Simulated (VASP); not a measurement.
Runs of VASP 6.6.1 on HfN. The structure is hexagonal, space group P6_3/mmc (No. 194). The conventional cell has a = 3.134 Å, b = 3.134 Å, c = 5.417 Å, α = 90.00°, β = 90.00°, γ = 120.00°. Hf (site symmetry -6m2) has 6 N at 2.26 Å within 3.0 Å. Within 3.0 Å of N (site symmetry -3m) lie 6 Hf at 2.26 Å and 2 N at 2.71 Å. 

```tsv
k mesh	gap on the mesh (eV)	pressure (GPa)
8 × 8 × 4	none	0.0
10 × 10 × 5	none	(a)
7 × 7 × 4	none	(b)
3 × 3 × 2	none	1.9
4 × 4 × 2	none	1.4
5 × 5 × 3	none	-0.6
```

Alike in all rows: task single point; level r2SCAN; potentials or basis VASP PAW PBE potentials, release 64 (Hf_pv, N); no spin polarisation; cell as given; cutoff (eV) 520; smearing fermi-dirac 0.1 eV.

Question: Estimate the missing entries.

Answer: (a) -0.3; (b) -0.2.

Caveats: some runs use coarse meshes; the PAW data sets were made with another functional, which shifts forces and pressure a little; spin-orbit coupling is left out, which moves the levels of the heavy elements.

A k mesh can miss the band edges, and the runs leave out spin-orbit coupling on Hf.

A gap of «none» marks levels without a gap at the run's occupations.
